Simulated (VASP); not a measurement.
Set up this calculation in VASP 6.6.1, as the native input.

```yaml
Task: single point
Functional: LDA
Potentials_or_basis: VASP PAW LDA potentials, release 64 (Mn_pv, O)
Cutoff: 520 eV
k_mesh: 10 × 10 × 10
Occupations: fermi-dirac, width 0.05 eV
Spin: collinear spin, ferromagnetic start
Starting_moments: "[4.0, 0.0] μB"
Dipole_correction: no
Further_INCAR_settings: ALGO = Normal; EDIFF = 1e-06; NBANDS = 20
```

The structure of MnO lies in POSCAR:

```
MnO
1.0
    0.0000000000      2.2239077028      2.2239077028
    2.2239077028      0.0000000000      2.2239077028
    2.2239077028      2.2239077028      0.0000000000
Mn O
1 1
Direct
    0.0000000000      0.0000000000      0.0000000000
    0.5000000000      0.5000000000      0.5000000000
```

These files were run (other wordings do the same):

INCAR

```
  ALGO = Normal
  EDIFF = 1E-6
  ENCUT = 520
  ISIF = 2
  ISMEAR = -1
  ISPIN = 2
  LASPH = True
  LCHARG = False
  LMAXMIX = 4
  LORBIT = 11
  LREAL = False
  LWAVE = False
  MAGMOM = 4 0
  NBANDS = 20
  NELM = 150
  PREC = Accurate
  SIGMA = 0.05
```

KPOINTS

```
k-points
0
Gamma
  10 10 10
```

Potentials or basis: VASP PAW LDA potentials, release 64 (Mn_pv, O).

Launch:

```bash
$ cat potpaw_LDA.64/Mn_pv/POTCAR potpaw_LDA.64/O/POTCAR > POTCAR
$ mpirun -np 1 vasp_std > vasp.out
```

It gave:

```json
{
 "Pressure": "-17.8 GPa",
 "Net moment": "4.52 μB per cell",
 "Site moments": "Mn +4.11; O +0.18 μB",
 "Valence electrons inside the program's atomic spheres": "Mn 11.38; O 4.92"
}
```

Caveat: a cell with one magnetic atom can't hold antiferromagnetic order, which such compounds often take.

It took 89 s on 1 thread of Intel Xeon 6975P-C (shared host), peak memory 0.12 GiB.
